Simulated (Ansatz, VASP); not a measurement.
**Te3As4: VASP beside Ansatz**

Contents of INCAR:

```
SYSTEM = Te3As4
ALGO = Normal ; EDIFF = 1E-7
ENCUT = 520 ; GGA = PE
ISIF = 2 ; ISMEAR = 0
LASPH = .True. ; LCHARG = .False.
LREAL = .False. ; LWAVE = .False.
NBANDS = 28 ; NELM = 100
PREC = Accurate ; SIGMA = 0.1
```

KPOINTS

```
k-points
0
Gamma
  4 4 4
  0 0 0
```

File POSCAR:

```
Te3As4
1.0
   -3.7320963900      3.7320963900      3.7320963900
    3.7320963900     -3.7320963900      3.7320963900
    3.7320963900      3.7320963900     -3.7320963900
Te As
3 4
Direct
    0.0000000000      0.5000000000      0.5000000000
    0.5000000000      0.0000000000      0.5000000000
    0.5000000000      0.5000000000      0.0000000000
    0.5000000000      0.5000000000      0.5000000000
    0.0000000000      0.0000000000      0.5000000000
    0.0000000000      0.5000000000      0.0000000000
    0.5000000000      0.0000000000      0.0000000000
```

Input for Ansatz:

```yaml
crystal:
  lattice:
    - [-3.73209639, 3.73209639, 3.73209639]
    - [3.73209639, -3.73209639, 3.73209639]
    - [3.73209639, 3.73209639, -3.73209639]
  atoms:
    - { symbol: Te, position: [0.0, 0.5, 0.5] }
    - { symbol: Te, position: [0.5, 0.0, 0.5] }
    - { symbol: Te, position: [0.5, 0.5, 0.0] }
    - { symbol: As, position: [0.5, 0.5, 0.5] }
    - { symbol: As, position: [0.0, 0.0, 0.5] }
    - { symbol: As, position: [0.0, 0.5, 0.0] }
    - { symbol: As, position: [0.5, 0.0, 0.0] }
basis:
  ecutwfc: 420
kpoints:
  mp_grid: { grid: [4, 4, 4] }
hamiltonian:
  xc: pbe
scf:
  occupations: { method: gaussian, width: 0.1 }
  lower_state_search: "off"
output:
  forces: true
  stress: true
  eigenvalues: true
```

Alike in both runs: task single point; functional PBE; k mesh 4 × 4 × 4; occupations gaussian, width 0.1 eV; no spin polarisation.

|  | VASP | Ansatz |
| --- | --- | --- |
| version | VASP 6.6.1 | Ansatz 0.2.0 |
| potentials or method | VASP PAW PBE potentials, release 64 (Te, As), cutoff 520 eV | scalar-relativistic, plane waves, PAW |
| valence electrons in the cell | 38 | 108 |

|  | VASP | Ansatz | Ansatz less VASP |
| --- | --- | --- | --- |
| gap on the k mesh at the Fermi level (eV) | none | none | - |
| pressure (GPa) | -6.5 | -6.5 | +0.04 |

A gap of «none» marks a metal or a gap that the smearing closes. With one functional, cell and mesh, what is left measures potentials, basis and numerics. VASP's potentials hold 38 valence electrons a cell and Ansatz's 108, so a difference there can come from the potentials and not from the codes.

Neither program's run includes spin-orbit coupling.
